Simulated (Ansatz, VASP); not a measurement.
# SbPb in VASP and in Ansatz

Contents of INCAR:

```
PREC = Accurate
ENCUT = 520
EDIFF = 1E-6
ISMEAR = 0
SIGMA = 0.15
LREAL = F
LASPH = T
NELM = 80
ALGO = Fast
ISIF = 2
LWAVE = F
LCHARG = F
GGA = CA
NBANDS = 16
```

KPOINTS

```
regular mesh
0
Gamma
  14 14 14
```

File POSCAR:

```
SbPb
1.0
    0.0000000000      3.0739211242      3.1572243866
    3.0739211242      0.0000000000      3.1572243866
    3.0739211242      3.0739211242      0.0000000000
Sb Pb
1 1
Direct
    0.5000000000      0.5000000000      0.5000000000
    0.0000000000      0.0000000000      0.0000000000
```

Input for Ansatz:

```yaml
crystal:
  lattice:
    - [0.0, 3.0739211242, 3.1572243866]
    - [3.0739211242, 0.0, 3.1572243866]
    - [3.0739211242, 3.0739211242, 0.0]
  atoms:
    - { symbol: Sb, position: [0.5, 0.5, 0.5] }
    - { symbol: Pb, position: [0.0, 0.0, 0.0] }
basis:
  ecutwfc: 420
kpoints:
  mp_grid: { grid: [14, 14, 14] }
hamiltonian:
  xc: lda
scf:
  occupations: { method: gaussian, width: 0.15 }
output:
  forces: true
  stress: true
  eigenvalues: true
  write_density: true
  write_potential: true
  elf: true
  volumetric_format: npy
```

Alike in both runs: task single point; functional LDA; k mesh 14 × 14 × 14; occupations gaussian, width 0.15 eV; no spin polarisation.

|  | VASP | Ansatz |
| --- | --- | --- |
| version | VASP 6.6.1 | Ansatz 0.2.0 |
| potentials or method | VASP PAW LDA potentials, release 64 (Sb, Pb_d), cutoff 520 eV | scalar-relativistic, plane waves, PAW |
| valence electrons in the cell | 19 | 29 |

VASP gave:

```
gap on the k mesh at the Fermi level (eV)                     : none
pressure (GPa)                                                : 0.1
traceless stress, the component that is largest in VASP (GPa) : -1.84
```

**Question.** What did Ansatz give for the same quantities?

**Answer.** gap on the k mesh at the Fermi level (eV): none; pressure (GPa): 0.0; traceless stress, the component that is largest in VASP (GPa): -1.83.

LDA's correlation is that of Perdew and Zunger in VASP and of Perdew and Wang (1992) in Ansatz. A gap of «none» marks a metal or a gap that the smearing closes. VASP's potentials hold 19 valence electrons a cell and Ansatz's 29, so a difference there can come from the potentials and not from the codes.

Spin-orbit coupling is off throughout.
